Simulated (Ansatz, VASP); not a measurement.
Two plane-wave programs on Hf5C3

```
Hf C
1.0
     3.61797   -5.11951    0.00000
     3.61797    5.11951    0.00000
     0.00000    0.00000    3.32041
Hf C
5 3
Direct
  0.00000 0.00000 0.00000
  0.00000 0.50000 0.00000
  0.50000 0.00000 0.00000
  0.29719 0.29719 0.50000
  0.70281 0.70281 0.50000
  0.50000 0.50000 0.00000
  0.83960 0.16040 0.50000
  0.16040 0.83960 0.50000
```

Change from the starting cell: species swapped into the Al3Ni5 type (Cmmm, No. 65).

Alike in both runs: functional PBE; k mesh 6 × 6 × 10; occupations gaussian, width 0.1 eV; no spin polarisation.

Ansatz relaxed the structure, and its values are those at the end. VASP's run is a single point on that final structure, the one shown.

```csv
,VASP,Ansatz
version,VASP 6.6.1,Ansatz 0.2.0
potentials or method,"VASP PAW PBE potentials, release 64 (Hf_pv, C), cutoff 520 eV","scalar-relativistic, plane waves, PAW"
valence electrons in the cell,62,142
```

VASP gave:

- gap on the k mesh at the Fermi level (eV): none
- pressure (GPa): -0.7
- rms of the force components (eV/Å): 0.009

Problem. Estimate Ansatz's values.

Solution. gap on the k mesh at the Fermi level (eV): none; pressure (GPa): 0.0; rms of the force components (eV/Å): 0.000.

A gap of «none» marks a metal or a gap that the smearing closes. The functional is the same, so the differences come from potentials, cutoffs and numerics. VASP's potentials hold 62 valence electrons a cell and Ansatz's 142, so a difference there can come from the potentials and not from the codes.

Spin-orbit coupling is off throughout.
